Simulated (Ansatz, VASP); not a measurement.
## PbS in VASP and in Ansatz

INCAR

```
SYSTEM = PbS
ALGO = Normal
EDIFF = 1E-6
ENCUT = 520
GGA = PE
ISIF = 2
ISMEAR = 0
LASPH = .True.
LCHARG = .True.
LELF = .True.
LREAL = .False.
LVHAR = .True.
LWAVE = .False.
NBANDS = 17
NELM = 60
PREC = Accurate
SIGMA = 0.03
```

KPOINTS

```
k-points
0
Gamma
  10 10 10
  0 0 0
```

POSCAR

```
PbS
1.0
    0.0000000000      3.0539500000      3.0539500000
    3.0539500000      0.0000000000      3.0539500000
    3.0539500000      3.0539500000      0.0000000000
Pb S
1 1
Direct
    0.0000000000      0.0000000000      0.0000000000
    0.5000000000      0.5000000000      0.5000000000
```

Input for Ansatz:

```yaml
crystal:
  lattice:
    - [0.0, 3.05395, 3.05395]
    - [3.05395, 0.0, 3.05395]
    - [3.05395, 3.05395, 0.0]
  atoms:
    - { symbol: Pb, position: [0.0, 0.0, 0.0] }
    - { symbol: S, position: [0.5, 0.5, 0.5] }
basis:
  ecutwfc: 420
kpoints:
  mp_grid: { grid: [10, 10, 10] }
hamiltonian:
  xc: pbe
scf:
  occupations: { method: gaussian, width: 0.03 }
output:
  forces: true
  stress: true
  eigenvalues: true
```

Change from the starting cell: strain +0.030 along x and y, +0.030 along z, atoms carried along.

Alike in both runs: task single point; functional PBE; k mesh 10 × 10 × 10; occupations gaussian, width 0.03 eV; no spin polarisation.

```csv
,VASP,Ansatz
version,VASP 6.6.1,Ansatz 0.2.0
potentials or method,"VASP PAW PBE potentials, release 64 (Pb_d, S), cutoff 520 eV","scalar-relativistic, plane waves, PAW"
valence electrons in the cell,20,20
```

VASP gave:

| Item | Value |
| --- | --- |
| gap on the k mesh at the Fermi level (eV) | 0.65 |
| least direct gap on the mesh (eV) | 0.65 |
| pressure (GPa) | -2.4 |

Q: Estimate Ansatz's values.

A: gap on the k mesh at the Fermi level (eV): 0.64; least direct gap on the mesh (eV): 0.64; pressure (GPa): -2.3.

Neither program's run includes spin-orbit coupling.
